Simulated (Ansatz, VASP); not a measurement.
## Ge: VASP beside Ansatz

```
Ge
1.0
     3.99759    0.00000    0.00000
    -1.99879    3.46201    0.00000
     0.00000    0.00000    6.59938
Ge
4
Cartesian
  0.0000 2.3080 6.1843
  1.9988 1.1540 2.8846
  0.0000 2.3080 3.7148
  1.9988 1.1540 0.4151
```

Alike in both runs: task single point; functional PBE; k mesh 8 × 8 × 4; occupations gaussian, width 0.019 eV; no spin polarisation.

```csv
,VASP,Ansatz
version,VASP 6.6.1,Ansatz 0.2.0
potentials or method,"VASP PAW PBE potentials, release 64 (Ge_d)",Ansatz PAW
plane-wave cutoff (eV),520,420
valence electrons in the cell,56,56
```

|  | VASP | Ansatz | Ansatz less VASP |
| --- | --- | --- | --- |
| gap on the k mesh at the Fermi level (eV) | 0.12 | 0.13 | +0.005 |
| least direct gap on the mesh (eV) | 0.12 | 0.13 | +0.005 |
| pressure (GPa) | 2.9 | 3.0 | +0.10 |
| traceless stress, the component that is largest in VASP (GPa) | -0.15 | -0.15 | -0.002 |
| rms of the force components (eV/Å) | 0.011 | 0.011 | -0.0001 |

Atom by atom the forces differ by 0.000 eV/Å (rms over components). The functional is the same, so the differences come from potentials, cutoffs and numerics.
